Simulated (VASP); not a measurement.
Si2Ge, 6 atoms in the cell. It takes space group P-3m1 (No. 164, trigonal). The conventional cell has a = 3.929 Å, b = 3.929 Å, c = 9.631 Å, α = 90.00°, β = 90.00°, γ = 120.00°. Si (site symmetry 3m) has 3 Si at 2.39 Å and 1 Ge at 2.42 Å within 3.2 Å. Si (site symmetry 3m) has 4 Si at 2.37 to 2.39 Å within 3.1 Å. Ge (site symmetry 3m) has 1 Si at 2.42 Å and 3 Ge at 2.44 Å within 3.2 Å. 

| Quantity | Value |
| --- | --- |
| Program | VASP 6.6.1 |
| Task | single point |
| Functional | PBE |
| Potentials or basis | VASP PAW PBE potentials, release 64 (Si, Ge_d) |
| Cutoff | 520 eV |
| k mesh | 12 × 12 × 4 |
| Occupations | fermi-dirac, width 0.02 eV |
| Spin | no spin polarisation |
| Dipole correction | no |
| Further INCAR settings | ALGO = Normal; EDIFF = 1e-06; NBANDS = 31 |

Potentials or basis: VASP PAW PBE potentials, release 64 (Si, Ge_d).

The run is started by

```console
$ cat potpaw_PBE.64/Si/POTCAR potpaw_PBE.64/Ge_d/POTCAR > POTCAR
$ mpirun -np 1 vasp_std > vasp.out
```

Hardware: 1 thread of Intel(R) Xeon(R) Platinum 8488C (Sapphire Rapids) (shared host).

**Question.** How long does it take, and how much memory?

**Answer.** It took 2.9 min on 1 thread of Intel(R) Xeon(R) Platinum 8488C (Sapphire Rapids) (shared host), peak memory 0.38 GiB. Counts: scf iterations 13, k points 69.
